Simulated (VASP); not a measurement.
A run of VASP 6.6.1:

File INCAR:

```
ALGO = Normal
EDIFF = 1E-7
ENCUT = 520
GGA = PE
ISIF = 2
ISMEAR = 0
LASPH = True
LCHARG = False
LREAL = False
LWAVE = False
NBANDS = 36
NELM = 60
PREC = Accurate
SIGMA = 0.1
```

File KPOINTS:

```
k-points
0
Gamma
  6 6 2
```

The input POSCAR:

```
Sc4SiN
1.0
    2.9462653810      0.0000000000      0.0000000000
    0.0000000000      2.9462653810      0.0000000000
    0.0000000000      0.0000000000     11.8419523912
Sc Si N
4 1 1
Direct
    0.5000000000      0.5000000000      0.1085684304
    0.0000000000      0.0000000000      0.6574265958
    0.0000000000      0.0000000000      0.3425734042
    0.5000000000      0.5000000000      0.8914315696
    0.5000000000      0.5000000000      0.5000000000
    0.0000000000      0.0000000000      0.0000000000
```

Potentials or basis: VASP PAW PBE potentials, release 64 (Sc_sv, Si, N).

Launch:

```sh
$ cat potpaw_PBE.64/Sc_sv/POTCAR potpaw_PBE.64/Si/POTCAR potpaw_PBE.64/N/POTCAR > POTCAR
$ mpirun -np 1 vasp_std > vasp.out
```

Hardware: 1 thread of Intel(R) Xeon(R) 6975P-C (Granite Rapids), on a shared host.

Question: How long does it take, and how much memory?

Answer: Wall time 40 s on 1 thread of Intel(R) Xeon(R) 6975P-C (Granite Rapids) (shared host), peak memory 0.25 GiB. Counts: scf iterations 16, k points 20.
